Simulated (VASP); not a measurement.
# Be2H (P-3m1) in VASP: notebook, part 2 of 3

VASP 6.6.1. The steps go on from the part before.

### Step 4. Single point, PBE

This run uses another cell than the first one, of 6.64 Å³/atom, 0.987 times its volume.

Contents of INCAR:

```
PREC     = Accurate       # precision mode
ENCUT    = 520            # plane-wave cutoff, eV
EDIFF    = 1E-7           # SCF threshold, eV
ISMEAR   = 0              # smearing method
SIGMA    = 0.1            # smearing width, eV
LREAL    = F              # projectors in reciprocal space
LASPH    = T              # aspherical terms in the spheres
NELM     = 100            # most SCF steps
ALGO     = Normal         # electronic algorithm
ISIF     = 2              # what is computed and relaxed
LWAVE    = F              # write WAVECAR
LCHARG   = F              # write CHGCAR
GGA      = PE             # functional
NBANDS   = 10             # bands
```

Contents of KPOINTS:

```
regular mesh
0
Gamma
  9 9 4
```

Contents of POSCAR:

```
Be2H
1.0
    2.3783211033      0.0000000028      0.0000000000
   -1.1891605541      2.0596864924      0.0000000000
    0.0000000000      0.0000000000      4.0687609140
Be H
2 1
Direct
    0.3333333333      0.6666666667      0.2870266905
    0.6666666667      0.3333333333      0.7129733095
    0.0000000000      0.0000000000      0.0000000000
```

Potentials or basis: VASP PAW PBE potentials, release 64 (Be, H).

Run with:

```sh
> cat potpaw_PBE.64/Be/POTCAR potpaw_PBE.64/H/POTCAR > POTCAR
> mpirun -np 1 vasp_std > vasp.out
```

OUTCAR:

```text
PREC = Accurate
   ENCUT = 520
   EDIFF = 1E-7
   ISMEAR = 0
   LREAL = F
   LASPH = T
   NELM = 100
   ISIF = 2
   GGA = PE

 ion  position               nearest neighbor table
   1  0.333  0.667  0.287-   2 2.21   2 2.21   2 2.21
   2  0.667  0.333  0.713-   1 2.21   1 2.21   1 2.21
   3  0.000  0.000  0.000-

  LATTYP: Found a hexagonal cell.
 ALAT       =     2.3783211033
 C/A-ratio  =     1.7107702187

  Lattice vectors:

 A1 = (   2.3783211033,   0.0000000028,   0.0000000000)
 A2 = (  -1.1891605541,   2.0596864924,   0.0000000000)
 A3 = (   0.0000000000,   0.0000000000,   4.0687609140)

Analysis of symmetry for initial positions (statically):
=====================================================================
 Subroutine PRICEL returns:
 Original cell was already a primitive cell.

 Routine SETGRP: Setting up the symmetry group for a
 hexagonal supercell.

 Subroutine GETGRP returns: Found 12 space group operations
 (whereof 12 operations were pure point group operations)
 out of a pool of 24 trial point group operations.

The static configuration has the point symmetry D_3d.

[... 167 lines left out ...]
 fundamental gap:      0.0693800778
 Fermi energy:         6.4523061935

 k-point     1 :       0.0000    0.0000    0.0000
  band No.  band energies     occupation
      1      -6.5123      2.00000
      2      -0.2193      2.00000
      3       4.1328      2.00000
      4      20.2638      0.00000
      5      20.2638      0.00000
      6      21.4607      0.00000
      7      22.2090      0.00000
      8      22.2090      0.00000
      9      22.2264      0.00000
     10      28.0681      0.00000
[... 287 lines left out ...]
 k-point    24 :      -0.1111    0.3333    0.2500
  band No.  band energies     occupation
      1      -3.7769      2.00000
      2       0.6097      2.00000
      3       8.4060      0.00000
      4      10.7746      0.00000
      5      13.0128      0.00000
      6      15.2461      0.00000
      7      17.8648      0.00000
      8      19.0721      0.00000
      9      21.2581      0.00000
     10      26.2413      0.00000

 [... further k-points ...]
[... 5 lines left out ...]
  --------------------------------------------------------------------------------------
  -------------------------------------------------------------------------------------
  Total       -0.0260627     -0.0260627     -0.0273405      0.0000000     -0.0000000      0.0000000
  in kB       -2.0950584     -2.0950584     -2.1977719      0.0000000     -0.0000000      0.0000000
  external PRESSURE =      -2.1292963 kB  Pullay stress =       0.0000000 kB

 VOLUME and BASIS-vectors are now :
 -----------------------------------------------------------------------------
  energy-cutoff  :      520.00
  volume of cell :       19.93
      direct lattice vectors                 reciprocal lattice vectors
     2.378321103  0.000000003  0.000000000     0.420464671  0.242755391  0.000000000
    -1.189160554  2.059686492  0.000000000    -0.000000001  0.485510782  0.000000000
     0.000000000  0.000000000  4.068760914     0.000000000  0.000000000  0.245775070

 POSITION                                       TOTAL-FORCE (eV/Angst)
 -----------------------------------------------------------------------------------
     -0.00000      1.37312      1.16784         0.000000     -0.000000     -0.013110
      1.18916      0.68656      2.90092        -0.000000      0.000000      0.013110
      0.00000      0.00000      0.00000        -0.000000      0.000000      0.000000
 -----------------------------------------------------------------------------------
    total drift:                                0.000000      0.000000      0.000000

  FREE ENERGIE OF THE ION-ELECTRON SYSTEM (eV)
  ---------------------------------------------------
  free  energy   TOTEN  =        -9.5703954874 eV

  energy  without entropy=       -9.5666704974  energy(sigma->0) =       -9.56853299
```

OSZICAR:

```text
N       E                     dE             d eps       ncg     rms          rms(c)
DAV:   1    -0.459893974540E+01   -0.45989E+01   -0.15442E+03   860   0.340E+02
DAV:   2    -0.965016433899E+01   -0.50512E+01   -0.49059E+01  1188   0.554E+01
DAV:   3    -0.973577368951E+01   -0.85609E-01   -0.85371E-01  1018   0.458E+00
DAV:   4    -0.973591445927E+01   -0.14077E-03   -0.14077E-03  1034   0.221E-01
DAV:   5    -0.973591458063E+01   -0.12136E-06   -0.12085E-06  1012   0.674E-03    0.206E+00
DAV:   6    -0.960349620126E+01    0.13242E+00   -0.21769E-01   928   0.143E+00    0.112E+00
DAV:   7    -0.957262823989E+01    0.30868E-01   -0.56022E-02  1050   0.816E-01    0.331E-01
DAV:   8    -0.957042436077E+01    0.22039E-02   -0.44855E-03   938   0.321E-01    0.561E-02
DAV:   9    -0.957041329376E+01    0.11067E-04   -0.44608E-04   980   0.106E-01    0.203E-02
DAV:  10    -0.957039516506E+01    0.18129E-04   -0.82408E-05   938   0.298E-02    0.256E-03
DAV:  11    -0.957039535808E+01   -0.19302E-06   -0.15740E-06  1018   0.746E-03    0.120E-03
DAV:  12    -0.957039550620E+01   -0.14812E-06   -0.97508E-08   624   0.191E-03    0.212E-04
DAV:  13    -0.957039548744E+01    0.18760E-07   -0.24660E-09   496   0.414E-04
   1 F= -.95703955E+01 E0= -.95685330E+01  d E =-.372499E-02
```

It took 5.9 s on 1 thread of Intel Xeon Platinum 8488C (Sapphire Rapids), shared host; peak memory 0.12 GiB.

What came out:

* Free energy: -9.5704 eV
* Pressure: -0.2 GPa
* Largest force: 0.013 eV/Å

Forces on the atoms (eV/Å):
```
Be   0.000  0.000 -0.013
Be   0.000  0.000  0.013
H    0.000  0.000  0.000
```

Caveat: the k points lie up to 0.39 Å⁻¹ apart.

### Step 5. Relaxation of cell and atoms, PBE

This run uses another cell than the first one, of 7.20 Å³/atom, 1.070 times its volume.

Contents of INCAR:

```
SYSTEM = Be2H
PREC = Accurate
ENCUT = 600
EDIFF = 1E-7
ISMEAR = 0
SIGMA = 0.1
LREAL = .FALSE.
LASPH = .TRUE.
NELM = 100
ALGO = Normal
ISIF = 3
LWAVE = .FALSE.
LCHARG = .FALSE.
GGA = PE
IBRION = 2
NSW = 90
EDIFFG = -0.04
```

Contents of KPOINTS:

```
Automatic mesh
0
G
  9 9 4
  0 0 0
```

Contents of POSCAR:

```
Be2H
1.0
    2.4278832900      0.0000000000      0.0000000000
   -1.2139416500      2.1026086100      0.0000000000
    0.0000000000      0.0000000000      4.2336797700
Be H
2 1
Direct
    0.3333333300      0.6666666700      0.2271585000
    0.6666666700      0.3333333300      0.7728415000
    0.0000000000      0.0000000000      0.0000000000
```

Potentials or basis: VASP PAW PBE potentials, release 64 (Be, H).

Run with:

```sh
> cat potpaw_PBE.64/Be/POTCAR potpaw_PBE.64/H/POTCAR > POTCAR
> mpirun -np 1 vasp_std > vasp.out
```

OUTCAR:

```text
SYSTEM = Be2H
   PREC = Accurate
   ENCUT = 600
   EDIFF = 1E-7
   ISMEAR = 0
   LREAL = .FALSE.
   LASPH = .TRUE.
   NELM = 100
   ISIF = 3
   GGA = PE
   IBRION = 2
   NSW = 90
   EDIFFG = -0.04

 ion  position               nearest neighbor table
   1  0.333  0.667  0.227-   2 2.38   2 2.38   2 2.38
   2  0.667  0.333  0.773-   1 2.38   1 2.38   1 2.38
   3  0.000  0.000  0.000-

  LATTYP: Found a hexagonal cell.
 ALAT       =     2.4278832900
 C/A-ratio  =     1.7437740057

  Lattice vectors:

 A1 = (   2.4278832900,   0.0000000000,   0.0000000000)
 A2 = (  -1.2139416500,   2.1026086100,   0.0000000000)
 A3 = (   0.0000000000,   0.0000000000,   4.2336797700)

Analysis of symmetry for initial positions (statically):
[... 368 lines left out ...]
  ---------------------------------------------------
  free energy    TOTEN  =        -9.70530837 eV

  energy without entropy =       -9.70205450  energy(sigma->0) =       -9.70368143

 E-fermi :   5.7975     XC(G=0): -10.3665

 val. band max:        5.6621880187   @ k =   0.2222   0.1111   0.2500
 cond. band min:       5.8072758601   @ k =   0.3333   0.0000   0.2500
 fundamental gap:      0.1450878414
 Fermi energy:         5.7974830648

 k-point     1 :       0.0000    0.0000    0.0000
  band No.  band energies     occupation
      1      -6.2786      2.00000
      2      -1.6639      2.00000
      3       1.5980      2.00000
      4      17.1309      0.00000
      5      17.2268      0.00000
      6      23.2171      0.00000
[... 199 lines left out ...]
 k-point    24 :      -0.1111    0.3333    0.2500
  band No.  band energies     occupation
      1      -3.2508      2.00000
      2      -0.1846      2.00000
      3       5.8523      0.43848
      4      12.3133      0.00000
      5      13.3689      0.00000
      6      16.1590      0.00000

 [... further k-points ...]
[... 5 lines left out ...]
  --------------------------------------------------------------------------------------
  -------------------------------------------------------------------------------------
  Total       -0.0392417     -0.0392417      0.0550254      0.0000000     -0.0000000     -0.0000000
  in kB       -3.1086121     -3.1086121      4.3589471      0.0000000     -0.0000000     -0.0000000
  external PRESSURE =      -0.6194257 kB  Pullay stress =       0.0000000 kB
[... 18 lines left out ...]
  FREE ENERGIE OF THE ION-ELECTRON SYSTEM (eV)
  ---------------------------------------------------
  free  energy   TOTEN  =        -9.7053083682 eV

  energy  without entropy=       -9.7020545000  energy(sigma->0) =       -9.70368143

 reached required accuracy - stopping structural energy minimisation
```

Run time: 51 s. Hardware: 1 thread of Intel Xeon Platinum 8488C (Sapphire Rapids), shared host; peak memory 0.14 GiB.

What came out:

```
Free energy                            : -9.7053 eV
Relaxed volume                         : 6.74 Å³/atom
Relaxed cell                           : a = 2.241 Å, b = 2.241 Å, c = 4.651 Å, α = 90.00°, β = 90.00°, γ = 120.00°
Space group after relaxing (to 0.05 Å) : P-3m1 (No. 164)
Energy gained by relaxing              : 182.6 meV/atom
Ionic steps                            : 20
Pressure after relaxing                : -0.1 GPa
Largest force after relaxing           : 0.004 eV/Å
```

Forces in eV/Å, atoms in the order of the input:
```
Be   0.000  0.000 -0.004
Be   0.000  0.000  0.004
H    0.000  0.000  0.000
```

The path:
```csv
step,energy change (eV),largest force (eV/Å),pressure (GPa),volume (Å³)
1,0.0000,1.0737,-3.41,21.61
2,-0.1549,0.9320,-3.93,21.13
3,-0.3003,0.3712,2.73,19.60
4,-0.3196,0.3408,-0.74,20.06
5,-0.3206,0.2037,-0.10,19.96
6,-0.3454,0.1620,-0.10,19.89
7,-0.3831,0.1109,0.87,19.74
8,-0.3696,0.6779,5.22,19.42
9,-0.3923,0.3738,2.37,19.61
10,-0.4012,0.3251,2.13,19.66
11,-0.4083,0.1894,2.03,19.77
12,-0.4616,0.0690,1.85,19.94
13,-0.5284,0.4778,1.36,20.10
14,-0.5356,0.3784,1.30,20.09
15,-0.5250,0.1672,1.53,20.04
16,-0.5366,0.3319,1.28,20.08
17,-0.5367,0.3509,1.28,20.08
18,-0.5463,0.0732,-0.10,20.25
19,-0.5465,0.0213,-0.35,20.28
20,-0.5479,0.0042,-0.06,20.23
```

Final structure:
```
CELL_PARAMETERS angstrom
2.24080 0.00000 0.00000
-1.12040 1.94059 0.00000
0.00000 0.00000 4.65107
ATOMIC_POSITIONS crystal
Be 0.33333 0.66667 0.30111
Be 0.66667 0.33333 0.69889
H 0.00000 0.00000 0.00000
```

Caveat: the k points lie up to 0.36 Å⁻¹ apart in the final cell.

### Step 6. Single point, PBE

This run uses another cell than the first one, of 7.20 Å³/atom, 1.070 times its volume.

Contents of INCAR:

```
PREC     = Accurate       # precision mode
ENCUT    = 520            # plane-wave cutoff, eV
EDIFF    = 1E-6           # SCF threshold, eV
ISMEAR   = 0              # smearing method
SIGMA    = 0.1            # smearing width, eV
LREAL    = F              # projectors in reciprocal space
LASPH    = T              # aspherical terms in the spheres
NELM     = 60             # most SCF steps
ALGO     = Normal         # electronic algorithm
ISIF     = 2              # what is computed and relaxed
LWAVE    = F              # write WAVECAR
LCHARG   = T              # write CHGCAR
GGA      = PE             # functional
LELF     = T              # ELF
LVHAR    = T            
NBANDS   = 10             # bands
```

Contents of KPOINTS:

```
regular mesh
0
Gamma
  9 9 4
```

POSCAR is that of step 5.

Potentials or basis: VASP PAW PBE potentials, release 64 (Be, H).

Run with:

```sh
> cat potpaw_PBE.64/Be/POTCAR potpaw_PBE.64/H/POTCAR > POTCAR
> mpirun -np 1 vasp_std > vasp.out
```

Run time: 14 s. Hardware: 1 thread of Intel Xeon 6975P-C, shared host; peak memory 0.13 GiB.

It converged, with:

| Property | Result |
| --- | --- |
| Free energy | -9.1567 eV |
| Pressure | -3.5 GPa |
| Largest force | 1.074 eV/Å |

Forces in eV/Å, atoms in the order of the input:
```
Be   0.000  0.000  1.074
Be   0.000  0.000 -1.074
H    0.000  0.000  0.000
```

Stress tensor (GPa, compression positive):
```
  2.05   0.00   0.00
  0.00   2.05   0.00
  0.00   0.00 -14.52
```

Levels at points of the mesh, in eV from the Fermi level:
```
           k point  band 1  band 2  band 3  band 4  band 5
(0.00, 0.00, 0.00)  -13.38   -5.68   -2.44   13.03   13.03
(0.00, 0.00, 0.50)  -13.03   -8.01    3.81    5.67   13.58
```

Caveat: the k points lie up to 0.37 Å⁻¹ apart; forces of over 1 eV/Å act on the atoms, so gaps and moduli don't describe the material at rest.

(Continued in part 3 of 3.)
